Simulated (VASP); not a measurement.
A run of VASP 6.6.1 is set up as follows.

File INCAR:

```
SYSTEM = ZnSn2N2
PREC     = Accurate       ! precision mode
ENCUT    = 520            ! plane-wave cutoff, eV
EDIFF    = 1E-6           ! SCF threshold, eV
ISMEAR   = 0              ! smearing method
SIGMA    = 0.1            ! smearing width, eV
LREAL    = .FALSE.        ! projectors in reciprocal space
LASPH    = .TRUE.         ! aspherical terms in the spheres
NELM     = 60             ! most SCF steps
ALGO     = Normal         ! electronic algorithm
ISIF     = 2              ! what is computed and relaxed
LWAVE    = .FALSE.        ! write WAVECAR
LCHARG   = .TRUE.         ! write CHGCAR
GGA      = PE             ! functional
LELF     = .TRUE.         ! ELF
LVHAR    = .TRUE.       
NBANDS   = 33             ! bands
```

KPOINTS

```
Automatic mesh
0
G
  6 6 4
  0 0 0
```

File POSCAR:

```
ZnSn2N2
1.0
    4.7068139757     -0.0000000032      0.0000000000
   -2.3534069851      4.0762204754      0.0000000000
    0.0000000000      0.0000000000      4.5216414052
Zn Sn N
1 2 2
Direct
    0.0000000000      0.0000000000      0.0000000000
    0.3333333333      0.6666666667      0.5000000000
    0.6666666667      0.3333333333      0.5000000000
    0.3333333333      0.6666666667      0.0000000000
    0.6666666667      0.3333333333      0.0000000000
```

Potentials or basis: VASP PAW PBE potentials, release 64 (Zn, Sn_d, N).

Launch:

```console
$ cat potpaw_PBE.64/Zn/POTCAR potpaw_PBE.64/Sn_d/POTCAR potpaw_PBE.64/N/POTCAR > POTCAR
$ mpirun -np 1 vasp_std > vasp.out
```

Question: What does it give for the pressure?

Answer: 0.1 GPa.

Question: Predict the band gap on the k mesh.

Answer: Zero (bands 25 and 26 overlap by 1.20 eV).

Caveat: spin-orbit coupling is left out, which moves the levels of the heavy elements.
